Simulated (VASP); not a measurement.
Write the native input for VASP 6.6.1 that does the following.

```yaml
Task: single point
Functional: PBE
Potentials_or_basis: VASP PAW PBE potentials, release 64 (Ti_sv, Si)
Cutoff: 520 eV
k_mesh: 7 × 7 × 10
Occupations: fermi-dirac, width 0.05 eV
Spin: no spin polarisation
Dipole_correction: no
Further_INCAR_settings: ALGO = Normal; EDIFF = 1e-06; NBANDS = 17
```

The structure of TiSi2 lies in POSCAR:

```
TiSi2
1.0
    4.3820620943      0.0000000000      0.0000000000
   -2.1910310472      3.7949770946      0.0000000000
    0.0000000000      0.0000000000      2.5499792655
Ti Si
1 2
Direct
    0.0000000000      0.0000000000      0.0000000000
    0.3333333333      0.6666666667      0.5000000000
    0.6666666667      0.3333333333      0.5000000000
```

These files were run (other wordings do the same):

INCAR

```
SYSTEM = TiSi2
ALGO     = Normal         ! electronic algorithm
EDIFF    = 1E-6           ! SCF threshold, eV
ENCUT    = 520            ! plane-wave cutoff, eV
GGA      = PE             ! functional
ISIF     = 2              ! what is computed and relaxed
ISMEAR   = -1             ! smearing method
LASPH    = .TRUE.         ! aspherical terms in the spheres
LCHARG   = .FALSE.        ! write CHGCAR
LREAL    = .FALSE.        ! projectors in reciprocal space
LWAVE    = .FALSE.        ! write WAVECAR
NBANDS   = 17             ! bands
NELM     = 100            ! most SCF steps
PREC     = Accurate       ! precision mode
SIGMA    = 0.05           ! smearing width, eV
```

KPOINTS

```
k-points
0
G
  7 7 10
  0 0 0
```

Potentials or basis: VASP PAW PBE potentials, release 64 (Ti_sv, Si).

The run is started by

```bash
$ cat potpaw_PBE.64/Ti_sv/POTCAR potpaw_PBE.64/Si/POTCAR > POTCAR
$ mpirun -np 1 vasp_std > vasp.out
```

It gave:

The pressure is -0.1 GPa. The band gap on the k mesh is zero (band 10 reaches 11.32 eV, above the bottom of band 11 at 8.66 eV).

Wall time 41 s on 1 thread of Intel Xeon 8259CL (shared host), peak memory 0.18 GiB.
